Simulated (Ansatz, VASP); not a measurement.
**One calculation of Co, two programs**

```xyz
4
Lattice="2.4706 0.0000 0.0000 -1.2353 2.1396 0.0000 0.0000 0.0000 8.0882" Properties=species:S:1:pos:R:3 pbc="T T T"
Co    0.0500    0.0000    0.0000
Co    0.0000    1.4264    2.0221
Co    0.0000    0.0000    4.0441
Co    1.2353    0.7132    6.0662
```

Alike in both runs: task single point; functional PBE; k mesh 10 × 10 × 3; occupations fermi-dirac, width 0.1 eV; collinear spin.

```csv
,VASP,Ansatz
version,VASP 6.6.1,Ansatz 0.2.0
potentials or method,"VASP PAW PBE potentials, release 64 (Co)","plane waves, PAW"
plane-wave cutoff (eV),520,420
valence electrons in the cell,36,68
```

|  | VASP | Ansatz | Ansatz less VASP |
| --- | --- | --- | --- |
| rms of the force components (eV/Å) | 0.039 | 0.041 | +0.0017 |
| net moment per atom (μB) | 1.65 | 1.66 | +0.005 |
| size of the moment on the site where the two differ most (μB) | 1.67 | 1.73 | +0.061 |

Site moments also hang on the region over which each program counts them. Atom by atom the forces differ by 0.002 eV/Å (rms over components). The functional is the same, so the differences come from potentials, cutoffs and numerics. VASP's potentials hold 36 valence electrons a cell and Ansatz's 68, so a difference there can come from the potentials and not from the codes. Ansatz's warnings: given moment on shells.
